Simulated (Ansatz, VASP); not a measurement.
**LiCaF3: VASP beside Ansatz**

Contents of INCAR:

```
SYSTEM = LiCaF3
ALGO = Normal
EDIFF = 1E-6
ENCUT = 520
ISIF = 2
ISMEAR = 0
LASPH = .True.
LCHARG = .False.
LREAL = .False.
LWAVE = .False.
NBANDS = 25
NELM = 100
PREC = Accurate
SIGMA = 0.05
```

Contents of KPOINTS:

```
k-points
0
Gamma
  6 6 6
  0 0 0
```

Contents of POSCAR:

```
LiCaF3
1.0
    3.7612440000      0.0000000000      0.0000000000
    0.0000000000      3.7612440000      0.0000000000
    0.0000000000      0.0000000000      3.7612440000
Li Ca F
1 1 3
Direct
    0.5000000000      0.5000000000      0.5000000000
    0.0000000000      0.0000000000      0.0000000000
   -0.0166168427      0.5000000000      0.5000000000
    0.4833831573      0.5000000000      0.0000000000
    0.4833831573      0.0000000000      0.5000000000
```

Input for Ansatz:

```yaml
crystal:
  lattice:
    - [3.761244, 0.0, 0.0]
    - [0.0, 3.761244, 0.0]
    - [0.0, 0.0, 3.761244]
  atoms:
    - { symbol: Li, position: [0.5, 0.5, 0.5] }
    - { symbol: Ca, position: [0.0, 0.0, 0.0] }
    - { symbol: F, position: [-0.0166168427, 0.5, 0.5] }
    - { symbol: F, position: [0.4833831573, 0.5, 0.0] }
    - { symbol: F, position: [0.4833831573, 0.0, 0.5] }
basis:
  ecutwfc: 420
kpoints:
  mp_grid: { grid: [6, 6, 6] }
hamiltonian:
  xc: lda
scf:
  occupations: { method: gaussian, width: 0.05 }
output:
  forces: true
  stress: true
  eigenvalues: true
```

Change from the starting cell: all F atoms moved +0.062 Å, as atom 3 towards its neighbour atom 1 (Li) at 1.881 Å.

Alike in both runs: task single point; functional LDA; k mesh 6 × 6 × 6; occupations gaussian, width 0.05 eV; no spin polarisation.

|  | VASP | Ansatz |
| --- | --- | --- |
| version | VASP 6.6.1 | Ansatz 0.2.0 |
| potentials or method | VASP PAW LDA potentials, release 64 (Li_sv, Ca_sv, F), cutoff 520 eV | scalar-relativistic, plane waves, PAW |
| valence electrons in the cell | 34 | 34 |

|  | VASP | Ansatz | Ansatz less VASP |
| --- | --- | --- | --- |
| gap on the k mesh at the Fermi level (eV) | 6.36 | 6.38 | +0.018 |
| least direct gap on the mesh (eV) | 6.48 | 6.49 | +0.016 |
| rms of the force components (eV/Å) | 0.103 | 0.102 | -0.0008 |

LDA's correlation is that of Perdew and Zunger in VASP and of Perdew and Wang (1992) in Ansatz. Atom by atom the forces differ by 0.003 eV/Å (rms over components).

Noted on VASP's run: the cutoff is under 1.25 times that of the potentials, so the pressure is a little rough.
